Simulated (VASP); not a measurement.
Crystal: RbLuS2.

```
CELL_PARAMETERS angstrom
1.99550 1.15210 7.61267
-1.99550 1.15210 7.61267
0.00000 -2.30420 7.61267
ATOMIC_POSITIONS crystal
Rb 0.00000 0.00000 0.00000
Lu 0.50000 0.50000 0.50000
S 0.23030 0.23030 0.23030
S 0.76970 0.76970 0.76970
```

```yaml
Program: VASP 6.6.1
Task: relaxation of cell and atoms
Functional: LDA
Potentials_or_basis: VASP PAW PBE potentials, release 64 (Rb_sv, Lu, S)
Cutoff: 600 eV
k_mesh: 9 × 9 × 9
Occupations: gaussian, width 0.02 eV
Spin: no spin polarisation
```

At the start: pressure -3.8 GPa; volume 26.25 Å³/atom.

Question: How do energy, volume and symmetry change on relaxing?

Answer: Over 43 steps the energy falls by 21.9 meV/atom and the volume is 24.44 Å³/atom (-6.9 %); space group R-3m (No. 166, to 0.1 Å) before and after.

The path:
```
step  energy change (eV)  largest force (eV/Å)  pressure (GPa)  volume (Å³)
   1              0.0000                0.2597           -3.77       105.01
   3             -0.0843                0.1556           -0.05        98.40
   5             -0.0862                0.0935           -0.11        98.30
   7             -0.0865                0.0935            0.00        97.51
   9             -0.0876                0.0048           -0.10        97.88
  11             -0.0877                0.0021            0.01        97.75
  13             -0.0877                0.0007           -0.01        97.75
  15             -0.0877                0.0005            0.01        97.75
  17             -0.0877                0.0009            0.01        97.75
  19             -0.0877                0.0002            0.01        97.75
  21             -0.0877                0.0009           -0.02        97.76
  23             -0.0877                0.0007            0.03        97.75
  25             -0.0877                0.0020            0.00        97.79
  27             -0.0877                0.0009           -0.02        97.77
  29             -0.0877                0.0020           -0.03        97.77
  31             -0.0877                0.0000           -0.02        97.77
  33             -0.0877                0.0015           -0.03        97.76
  35             -0.0877                0.0002           -0.01        97.76
  37             -0.0877                0.0003           -0.01        97.76
  39             -0.0877                0.0001           -0.03        97.76
  41             -0.0877                0.0002            0.04        97.75
  43             -0.0877                0.0016            0.00        97.75
```

Final structure:
```
CELL_PARAMETERS angstrom
1.94576 1.12339 7.45351
-1.94576 1.12339 7.45351
0.00000 -2.24677 7.45351
ATOMIC_POSITIONS crystal
Rb 0.00000 0.00000 0.00000
Lu 0.50000 0.50000 0.50000
S 0.23079 0.23079 0.23079
S 0.76921 0.76921 0.76921
```

Caveat: the PAW data sets were made with another functional, which shifts forces and pressure a little.
